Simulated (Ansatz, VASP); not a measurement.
# La: VASP beside Ansatz

The input INCAR:

```
PREC = Accurate
ENCUT = 520
EDIFF = 1E-7
ISMEAR = -1
SIGMA = 0.1
LREAL = False
LASPH = True
NELM = 80
ALGO = Normal
ISIF = 2
LWAVE = False
LCHARG = False
GGA = PS
NBANDS = 18
```

The input KPOINTS:

```
Automatic mesh
0
Gamma
  11 11 6
```

Contents of POSCAR:

```
La
1.0
    3.8009325529      0.0000000000      0.0000000000
   -1.9004662764      3.2917041489      0.0000000000
    0.0000000000      0.0000000000      6.2092917753
La
2
Direct
    0.3333333333      0.6666666667      0.2500000000
    0.6666666667      0.3333333333      0.7500000000
```

Input for Ansatz:

```yaml
crystal:
  lattice:
    - [3.8009325529, 0.0, 0.0]
    - [-1.9004662764, 3.2917041489, 0.0]
    - [0.0, 0.0, 6.2092917753]
  atoms:
    - { symbol: La, position: [0.3333333333, 0.6666666667, 0.25] }
    - { symbol: La, position: [0.6666666667, 0.3333333333, 0.75] }
hamiltonian:
  xc: pbesol
  pseudopotentials:
    kind: paw
    azcp:
      La: "pseudopotentials/La.paw.azcp"
basis:
  ecutwfc: 420
  fft_grid_basis: typed
kpoints:
  mp_grid: { grid: [11, 11, 6], shift: [0, 0, 0] }
magnetization:
  spin_polarized: false
scf:
  occupations: { method: fermi_dirac, width: 0.1 }
  lower_state_search: "off"
output:
  stress: true
```

Alike in both runs: task single point; functional PBEsol; k mesh 11 × 11 × 6; occupations fermi-dirac, width 0.1 eV; no spin polarisation.

```csv
,VASP,Ansatz
version,VASP 6.6.1,Ansatz 0.2.0
potentials or method,"VASP PAW PBE potentials, release 64 (La), cutoff 520 eV","plane waves (420 eV) with PAW, scalar-relativistic"
valence electrons in the cell,22,22
```

Ansatz gave:

```
pressure (GPa)                                                : -2.7
traceless stress, the component that is largest in VASP (GPa) : -0.31
```

Problem. What did VASP give for the same quantities?

Solution. Pressure (GPa): -2.6; traceless stress, the component that is largest in VASP (GPa): -0.30.

VASP's potentials were made for PBE, not for PBEsol, and Ansatz warns of the same on its side.

Spin-orbit coupling is off throughout.
